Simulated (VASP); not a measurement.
# Ti (I4/mmm) in VASP: further runs

Ti is run at these levels: r2SCAN; tasks: single point.

Everything below comes from runs of VASP 6.6.1. Logs are shortened: lines on timing, memory, paths and dates and some standing lists are left out, and cuts for length are marked.

## 1. The cell of the first run

It takes space group I4/mmm (No. 139, tetragonal). Conventional cell: a = 3.101 Å, b = 3.101 Å, c = 3.898 Å, α = 90.00°, β = 90.00°, γ = 90.00°. Within 3.9 Å of Ti (site symmetry 4/mmm) lie 14 Ti at 2.93 to 3.90 Å.

## 2. Single point, r2SCAN (strain +0.080 along x and y, -0.040 along z)

POSCAR reads:

```
Ti
1.0
    0.0000000000      2.1924000000      1.9488000000
    2.1924000000      0.0000000000      1.9488000000
    2.1924000000      2.1924000000      0.0000000000
Ti
1
Direct
    0.0000000000      0.0000000000      0.0000000000
```

INCAR.step1 reads:

```
PREC = Accurate
ENCUT = 520
ISMEAR = 0
SIGMA = 0.15
LREAL = False
LASPH = True
NELM = 80
NBANDS = 12
GGA = PE
ALGO = Normal
EDIFF = 1E-4
LWAVE = True
LCHARG = False
```

INCAR.step2 reads:

```
PREC = Accurate
ENCUT = 520
EDIFF = 1E-7
ISMEAR = 0
SIGMA = 0.15
LREAL = False
LASPH = True
NELM = 80
ALGO = Normal
ISIF = 2
LWAVE = False
LCHARG = False
METAGGA = R2SCAN
LMIXTAU = True
NBANDS = 12
ISTART = 1
```

KPOINTS reads:

```
Automatic mesh
0
Gamma
  20 20 20
```

Potentials or basis: VASP PAW PBE potentials, release 64 (Ti_sv).

On the command line:

```sh
$ cat potpaw_PBE.64/Ti_sv/POTCAR > POTCAR
$ cp INCAR.step1 INCAR
$ mpirun -np 1 vasp_std > vasp.out
$ cp INCAR.step2 INCAR
$ mpirun -np 1 vasp_std > vasp.out
```

OUTCAR:

```text
PREC = Accurate
   ENCUT = 520
   EDIFF = 1E-7
   ISMEAR = 0
   LREAL = False
   LASPH = True
   NELM = 80
   ISIF = 2
   METAGGA = R2SCAN
   ISTART = 1

 ion  position               nearest neighbor table
   1  0.000  0.000  0.000-

  LATTYP: Found a body centered tetragonal cell.
 ALAT       =     3.1005218141
 C/A-ratio  =     1.2570787221

  Lattice vectors:

 A1 = (   0.0000000000,  -2.1924000000,  -1.9488000000)
 A2 = (   0.0000000000,   2.1924000000,  -1.9488000000)
 A3 = (   2.1924000000,   0.0000000000,   1.9488000000)

Analysis of symmetry for initial positions (statically):
=====================================================================
 Subroutine PRICEL returns:
 Original cell was already a primitive cell.

 Routine SETGRP: Setting up the symmetry group for a
 body centered tetragonal supercell.

 Subroutine GETGRP returns: Found 16 space group operations
 (whereof 16 operations were pure point group operations)
 out of a pool of 16 trial point group operations.

The static configuration has the point symmetry D_4h.

Analysis of symmetry for dynamics (positions and initial velocities):
=====================================================================
 Subroutine PRICEL returns:
 Original cell was already a primitive cell.

 Routine SETGRP: Setting up the symmetry group for a
 body centered tetragonal supercell.

 Subroutine GETGRP returns: Found 16 space group operations
 (whereof 16 operations were pure point group operations)
 out of a pool of 16 trial point group operations.

The dynamic configuration has the point symmetry D_4h.

 Subroutine INISYM returns: Found 16 space group operations
 (whereof 16 operations are pure point group operations),
 and found     1 'primitive' translations

----------------------------------------------------------------------------------------

                                     Primitive cell

  volume of cell :      18.7343

  direct lattice vectors                    reciprocal lattice vectors
     0.000000000  2.192400000  1.948800000    -0.228060573  0.228060573  0.256568144
     2.192400000  0.000000000  1.948800000     0.228060573 -0.228060573  0.256568144
     2.192400000  2.192400000  0.000000000     0.228060573  0.228060573 -0.256568144

  length of vectors
     2.933332439  2.933332439  3.100521814     0.412129182  0.412129182  0.412129182

  position of ions in fractional coordinates (direct lattice)
     0.000000000  0.000000000  0.000000000

  ion indices of the primitive-cell ions
   primitive index   ion index
                 1           1

----------------------------------------------------------------------------------------

 KPOINTS: Automatic mesh

Automatic generation of k-mesh.
 Grid dimensions read from file:
 generate k-points for:   20   20   20

 Generating k-lattice:

  Cartesian coordinates                     Fractional coordinates (reciprocal lattice)
    -0.011403029  0.011403029  0.012828407     0.050000000  0.000000000  0.000000000
     0.011403029 -0.011403029  0.012828407     0.000000000  0.050000000  0.000000000
     0.011403029  0.011403029 -0.012828407     0.000000000  0.000000000  0.050000000

  Length of vectors
     0.020606459  0.020606459  0.020606459

  Shift w.r.t. Gamma in fractional coordinates (k-lattice)
     0.000000000  0.000000000  0.000000000

 Subroutine IBZKPT returns following result:
 ===========================================

 Found    641 irreducible k-points:

 Following reciprocal coordinates:
            Coordinates               Weight
  0.000000  0.000000  0.000000      1.000000
  0.050000  0.000000  0.000000      8.000000
  0.100000  0.000000  0.000000      8.000000
  0.150000  0.000000  0.000000      8.000000
  0.200000  0.000000  0.000000      8.000000
  0.250000  0.000000  0.000000      8.000000
[... 16 lines left out ...]
 -0.400000  0.050000  0.000000      8.000000
 -0.350000  0.050000  0.000000      8.000000
 [... further k-points ...]
   k-points           NKPTS =    641   k-points in BZ     NKDIM =    641   number of bands    NBANDS=     12
   number of dos      NEDOS =    301   number of ions     NIONS =      1
   total plane-waves  NPLWV =  13824
   dimension x,y,z NGX =    24 NGY =   24 NGZ =   24
   dimension x,y,z NGXF=    48 NGYF=   48 NGZF=   48
   ions per type =               1
   NGX,Y,Z   is equivalent  to a cutoff of  13.60, 13.60, 12.87 a.u.
   NGXF,Y,Z  is equivalent  to a cutoff of  27.20, 27.20, 25.74 a.u.
 SYSTEM =  unknown system
   PREC   = accura    normal or accurate (medium, high low for compatibility)
   ISTART =      1    job   : 0-new  1-cont  2-samecut
   ICHARG =      0    charge: 1-file 2-atom 10-const
   ISPIN  =      1    spin polarized calculation?
   LNONCOLLINEAR =      F non collinear calculations
   LSORBIT =      F    spin-orbit coupling
   LASPH  =      T    aspherical Exc in radial PAW
   ENCUT  =  520.0 eV  38.22 Ry    6.18 a.u.   5.45  5.45  5.76*2*pi/ulx,y,z
   NELM   =     80;   NELMIN=  2; NELMDL=  0     # of ELM steps
   EDIFF  = 0.1E-06   stopping-criterion for ELM
   LREAL  =      F    real-space projection
   EDIFFG = 0.1E-05   stopping-criterion for IOM
   NSW    =      0    number of steps for IOM
   IBRION =     -1    ionic relax: 0-MD 1-quasi-New 2-CG
   NFREE  =      0    steps in history (QN), initial steepest desc. (CG)
   ISIF   =      2    stress and relaxation
   ISYM   =      2    0-nonsym 1-usesym 2-fastsym
   POTIM  = 0.5000    time-step for ionic-motion
   TEBEG  =    0.0;   TEEND  =   0.0 temperature during run
   PSTRESS=    0.0 pullay stress
   NELECT =      12.0000    total number of electrons
   NUPDOWN=      -1.0000    fix difference up-down
   EMIN   =  10.00;   EMAX   =-10.00  energy-range for DOS
   EFERMI =   0.00;   METHOD = LEGACY
   ISMEAR =     0;   SIGMA  =   0.15  broadening in eV -4-tet -1-fermi 0-gaus
   EFERMI_NEDOS =   21; number of points for ismear=-14 and -15
   IALGO  =     38    algorithm
   IMIX   =      4    mixing-type and parameters
     AMIX     =   0.40;   BMIX     =  1.00
     AMIX_MAG =   1.60;   BMIX_MAG =  1.00
  volume/ion in A,a.u.               =      18.73       126.43
  Fermi-wavevector in a.u.,A,eV,Ry     =   1.411203  2.666788 27.095937  1.991495
  Thomas-Fermi vector in A             =   2.533079
   LORBIT       =      0    0 simple, 1 ext, 2 COOP (PROOUT), +10 PAW based schemes
   METAGGA = R2SCAN    functional components
   LHFCALC =     F    Hartree Fock is set to
   AEXX    =    0.0000 exact exchange contribution
   IVDW    =     0    specifies the selected vdW correction
   LEPSILON=     F    determine dielectric tensor
   LRPA    =     F    only Hartree local field effects (RPA)
 non-spin polarized calculation
 Gauss-broadening in eV      SIGMA  =   0.15
  energy-cutoff  :      520.00
  volume of cell :       18.73
 maximum number of plane-waves:       519
 NGX is ok and might be reduce to    24
   NGX = 11   NGY = 11   NGZ = 11

 number of electron      11.9999998 magnetization

 Free energy of the ion-electron system (eV)
  ---------------------------------------------------
  ext. energy  EPLUGINS =         0.00000000
  ---------------------------------------------------
  free energy    TOTEN  =       -12.84185500 eV

  energy without entropy =      -12.81987993  energy(sigma->0) =      -12.83086746

 E-fermi :   7.4177     XC(G=0): -12.0274

 val. band max:        7.4158677160   @ k =   0.3000   0.1500   0.0500
 cond. band min:       7.4208580524   @ k =   0.5000   0.1000   0.0500
 fundamental gap:      0.0049903363
 Fermi energy:         7.4177467733

 k-point     1 :       0.0000    0.0000    0.0000
  band No.  band energies     occupation
      1     -51.7677      2.00000
      2     -26.6469      2.00000
      3     -26.6468      2.00000
      4     -26.6411      2.00000
      5       1.1613      2.00000
      6       8.1923      0.00000
      7       8.1923      0.00000
      8       8.9416      0.00000
      9       9.5070      0.00000
     10      10.3410      0.00000
     11      23.0518      0.00000
     12      26.4453      0.00000

 k-point     2 :       0.0500    0.0000    0.0000
  band No.  band energies     occupation
      1     -51.7653      2.00000
      2     -26.6587      2.00000
      3     -26.6496      2.00000
      4     -26.6436      2.00000
      5       1.2405      2.00000
      6       8.1777      0.00000
      7       8.2177      0.00000
      8       8.9321      0.00000
      9       9.4989      0.00000
     10      10.3171      0.00000
     11      23.0886      0.00000
     12      26.0699      0.00000

 k-point     3 :       0.1000    0.0000    0.0000
  band No.  band energies     occupation
      1     -51.7586      2.00000
      2     -26.6982      2.00000
      3     -26.6576      2.00000
      4     -26.6461      2.00000
      5       1.4745      2.00000
      6       8.1156      0.00000
      7       8.2799      0.00000
      8       8.9257      0.00000
      9       9.4902      0.00000
     10      10.2543      0.00000
     11      23.1111      0.00000
     12      25.0991      0.00000

 k-point     4 :       0.1500    0.0000    0.0000
  band No.  band energies     occupation
      1     -51.7481      2.00000
      2     -26.7599      2.00000
      3     -26.6700      2.00000
      4     -26.6493      2.00000
      5       1.8516      2.00000
      6       7.9801      0.00000
      7       8.3369      0.00000
      8       8.9570      0.00000
      9       9.5270      0.00000
     10      10.1775      0.00000
     11      22.7086      0.00000
     12      24.2004      0.00000

 k-point     5 :       0.2000    0.0000    0.0000
  band No.  band energies     occupation
      1     -51.7349      2.00000
      2     -26.8371      2.00000
      3     -26.6856      2.00000
      4     -26.6534      2.00000
      5       2.3510      2.00000
      6       7.7865      0.00051
      7       8.3366      0.00000
      8       9.0158      0.00000
      9       9.6644      0.00000
     10      10.1257      0.00000
     11      21.5487      0.00000
     12      23.8076      0.00000
[... 228 lines left out ...]
      1     -51.6711      2.00000
      2     -27.1860      2.00000
      3     -26.7619      2.00000
      4     -26.6815      2.00000
      5       4.9693      2.00000
      6       7.6372      0.03852
      7       7.9131      0.00000
      8       8.8327      0.00000
      9      10.8105      0.00000
     10      11.1372      0.00000
     11      15.2903      0.00000
     12      21.8596      0.00000

 k-point    22 :      -0.4500    0.0500    0.0000
  band No.  band energies     occupation
      1     -51.6725      2.00000
      2     -27.1780      2.00000
      3     -26.7584      2.00000
      4     -26.6838      2.00000
      5       4.9267      2.00000
      6       7.5966      0.09170
      7       7.9230      0.00000
      8       8.8427      0.00000
      9      10.8248      0.00000
     10      11.0450      0.00000
     11      15.4503      0.00000
     12      21.9218      0.00000

 k-point    23 :      -0.4000    0.0500    0.0000
  band No.  band energies     occupation
      1     -51.6785      2.00000
      2     -27.1452      2.00000
      3     -26.7498      2.00000
      4     -26.6846      2.00000
      5       4.7160      2.00000
      6       7.4658      0.65044
      7       7.9762      0.00000
      8       8.8529      0.00000
      9      10.7547      0.00000
     10      10.8222      0.00000
     11      16.1377      0.00000
     12      22.1461      0.00000

 k-point    24 :      -0.3500    0.0500    0.0000
  band No.  band energies     occupation
      1     -51.6883      2.00000
      2     -27.0905      2.00000
      3     -26.7369      2.00000
      4     -26.6837      2.00000
      5       4.3143      2.00000
      6       7.3800      1.27823
      7       8.0677      0.00000
      8       8.8755      0.00000
      9      10.5072      0.00000
     10      10.6327      0.00000
     11      17.1942      0.00000
     12      22.5125      0.00000

 [... further k-points ...]
[... 5 lines left out ...]
  --------------------------------------------------------------------------------------
  -------------------------------------------------------------------------------------
  Total       -0.9762281     -0.9762281     -0.5926410      0.0000000     -0.0000000      0.0000000
  in kB      -83.4881871    -83.4881871    -50.6833599      0.0000000     -0.0000000      0.0000000
  external PRESSURE =     -72.5532447 kB  Pullay stress =       0.0000000 kB

 VOLUME and BASIS-vectors are now :
 -----------------------------------------------------------------------------
  energy-cutoff  :      520.00
  volume of cell :       18.73
      direct lattice vectors                 reciprocal lattice vectors
     0.000000000  2.192400000  1.948800000    -0.228060573  0.228060573  0.256568144
     2.192400000  0.000000000  1.948800000     0.228060573 -0.228060573  0.256568144
     2.192400000  2.192400000  0.000000000     0.228060573  0.228060573 -0.256568144

 POSITION                                       TOTAL-FORCE (eV/Angst)
 -----------------------------------------------------------------------------------
      0.00000      0.00000      0.00000         0.000000      0.000000      0.000000
 -----------------------------------------------------------------------------------
    total drift:                               -0.000000      0.000000      0.000000

  FREE ENERGIE OF THE ION-ELECTRON SYSTEM (eV)
  ---------------------------------------------------
  free  energy   TOTEN  =       -12.8418549980 eV

  energy  without entropy=      -12.8198799296  energy(sigma->0) =      -12.83086746
```

Wall time 7.5 min (1 thread of Intel Xeon 8259CL, shared host); peak memory 0.26 GiB.

Results:

| Item | Value |
| --- | --- |
| Free energy | -12.8419 eV |
| Pressure | -7.3 GPa |
| Band gap on the k mesh | zero (bands 6 and 7 overlap by 1.42 eV) |

Caveat: the cell differs from its parent crystal (strain +0.080 along x and y, -0.040 along z); the cell stands under tension; the PAW data sets were made with another functional, which shifts forces and pressure a little.

(Part 1 of 2 ends here.)
